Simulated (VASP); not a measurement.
Write the native input for VASP 6.6.1 that does the following.

```yaml
Task: single point
Functional: PBE
Potentials_or_basis: VASP PAW PBE potentials, release 64 (Ti_sv, Al)
Cutoff: 520 eV
k_mesh: 16 × 16 × 12
Occupations: gaussian, width 0.1 eV
Spin: no spin polarisation
Dipole_correction: no
Further_INCAR_settings: ALGO = Normal; EDIFF = 1e-07; NBANDS = 14
```

The structure of TiAl lies in POSCAR:

```
TiAl
1.0
    2.6224231709      0.0000000000      0.0000000000
    0.0000000000      2.6224231709      0.0000000000
    0.0000000000      0.0000000000      3.7587101001
Ti Al
1 1
Direct
    0.5000000000      0.5000000000      0.5000000000
    0.0000000000      0.0000000000      0.0000000000
```

These files were run (other wordings do the same):

INCAR

```
PREC = Accurate ; ENCUT = 520
EDIFF = 1E-7 ; ISMEAR = 0
SIGMA = 0.1 ; LREAL = F
LASPH = T ; NELM = 60
ALGO = Normal ; ISIF = 2
LWAVE = F ; LCHARG = F
GGA = PE ; NBANDS = 14
```

KPOINTS

```
Automatic mesh
0
Gamma
  16 16 12
```

Potentials or basis: VASP PAW PBE potentials, release 64 (Ti_sv, Al).

Command:

```sh
$ cat potpaw_PBE.64/Ti_sv/POTCAR potpaw_PBE.64/Al/POTCAR > POTCAR
$ mpirun -np 1 vasp_std > vasp.out
```

It gave:

The pressure is 39.8 GPa.

It took 94 s on 1 thread of Intel(R) Xeon(R) Platinum 8259CL CPU @ 2.50GHz (Skylake/Cascade Lake), with other jobs on the host, peak memory 0.23 GiB.
